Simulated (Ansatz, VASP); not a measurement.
## Mg3SiO in VASP and in Ansatz

```
Si O Mg
1.0
     4.17800    0.00000    0.00000
     0.00000    4.17800    0.00000
     0.00000    0.00000    4.17800
Si O Mg
1 1 3
Direct
  0.00000 0.00000 0.00000
  0.50000 0.50000 0.50000
  0.50000 0.50000 0.00000
  0.50000 0.00000 0.50000
  0.00000 0.50000 0.50000
```

Alike in both runs: task single point; functional PBE; k mesh 6 × 6 × 6; occupations fermi-dirac, width 0.02 eV; no spin polarisation.

|  | VASP | Ansatz |
| --- | --- | --- |
| version | VASP 6.6.1 | Ansatz 0.2.0 |
| potentials or method | VASP PAW PBE potentials, release 64 (Si, O, Mg_sv) | plane waves, PAW |
| plane-wave cutoff (eV) | 840 | 420 |
| valence electrons in the cell | 40 | 40 |

|  | VASP | Ansatz | Ansatz less VASP |
| --- | --- | --- | --- |
| pressure (GPa) | 2.5 | 2.6 | +0.16 |
